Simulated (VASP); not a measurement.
Here is a VASP 6.6.1 calculation.

The input INCAR:

```
PREC = Accurate
ENCUT = 520
EDIFF = 1E-6
ISMEAR = 0
SIGMA = 0.15
LREAL = F
LASPH = T
NELM = 80
ALGO = Normal
ISIF = 2
LWAVE = F
LCHARG = T
GGA = PS
LELF = T
LVHAR = T
NBANDS = 16
```

File KPOINTS:

```
regular mesh
0
Gamma
  16 16 16
```

The input POSCAR:

```
ZrS
1.0
   -0.3199529800      2.5642385463      2.5642385463
    2.5642385463     -0.3199529800      2.5642385463
    2.5642385463      2.5642385463     -0.3199529800
Zr S
1 1
Direct
    0.0000000000      0.0000000000      0.0000000000
    0.5000000000      0.5000000000      0.5000000000
```

Potentials or basis: VASP PAW PBE potentials, release 64 (Zr_sv, S).

Run with:

```console
$ cat potpaw_PBE.64/Zr_sv/POTCAR potpaw_PBE.64/S/POTCAR > POTCAR
$ mpirun -np 1 vasp_std > vasp.out
```

(1) What does it give for the pressure?

(2) Predict the band gap on the k mesh.

Answers

(1) -15.3 GPa.

(2) zero (bands 9 and 10 overlap by 3.08 eV).

Caveat: the cell stands under tension; the PAW data sets were made with another functional, which shifts forces and pressure a little.
